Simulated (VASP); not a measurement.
A run of VASP 6.6.1:

INCAR

```
SYSTEM = InSe
PREC = Accurate ; ENCUT = 520
EDIFF = 1E-6 ; ISMEAR = -1
SIGMA = 0.01 ; LREAL = .False.
LASPH = .True. ; NELM = 80
ALGO = Normal ; ISIF = 2
LWAVE = .False. ; LCHARG = .False.
GGA = PS ; NBANDS = 27
```

Contents of KPOINTS:

```
Automatic mesh
0
Gamma
  7 7 7
  0 0 0
```

POSCAR

```
InSe
1.0
    1.9599996573      1.1316063298      8.3166700000
   -1.9599996573      1.1316063298      8.3166700000
    0.0000000000     -2.2632126595      8.3166700000
In Se
2 2
Direct
    0.0000000000      0.0000000000      0.0000000000
    0.1122000000      0.1122000000      0.1122000000
    0.6155000000      0.6155000000      0.6155000000
    0.8300000000      0.8300000000      0.8300000000
```

Potentials or basis: VASP PAW PBE potentials, release 64 (In_d, Se).

Command:

```bash
$ cat potpaw_PBE.64/In_d/POTCAR potpaw_PBE.64/Se/POTCAR > POTCAR
$ mpirun -np 1 vasp_std > vasp.out
```

Hardware: 1 thread of AMD EPYC 7R13 Processor (Zen 3), with other jobs on the host.

Estimate the wall time of this run.

Run time: 25 min on 1 thread of AMD EPYC 7R13 Processor (Zen 3) (shared host), peak memory 0.54 GiB. Counts: scf iterations 14, k points 44.
